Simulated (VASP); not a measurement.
Here is a VASP 6.6.1 calculation.

The input INCAR:

```
SYSTEM = BeC2
PREC = Accurate ; ENCUT = 600
EDIFF = 1E-6 ; ISMEAR = 0
SIGMA = 0.01 ; LREAL = .False.
LASPH = .True. ; NELM = 100
ALGO = Normal ; ISIF = 3
LWAVE = .False. ; LCHARG = .False.
GGA = PS ; IBRION = 2
NSW = 80 ; EDIFFG = -0.001
PSTRESS = 50.0
```

KPOINTS

```
Automatic mesh
0
Gamma
  10 10 10
  0 0 0
```

POSCAR

```
BeC2
1.0
   -1.8053396290      1.8053396290      2.3338137260
    1.8053396290     -1.8053396290      2.3338137260
    1.8053396290      1.8053396290     -2.3338137260
Be C
1 2
Direct
    0.0000000000      0.0000000000      0.0000000000
    0.6339862762      0.6339862762      0.0000000000
    0.3660137238      0.3660137238      0.0000000000
```

Potentials or basis: VASP PAW PBE potentials, release 64 (Be, C).

The run is started by

```console
$ cat potpaw_PBE.64/Be/POTCAR potpaw_PBE.64/C/POTCAR > POTCAR
$ mpirun -np 1 vasp_std > vasp.out
```

(1) What does it give for the relaxed cell?

(2) What does it give for the relaxed volume?

Results:

(1) a = 3.362 Å, b = 3.362 Å, c = 3.362 Å, α = 118.94°, β = 118.94°, γ = 91.85°.

(2) 9.09 Å³/atom.

Caveat: the cell is relaxed towards a set pressure, so the enthalpy falls and the energy may rise; the PAW data sets were made with another functional, which shifts forces and pressure a little.
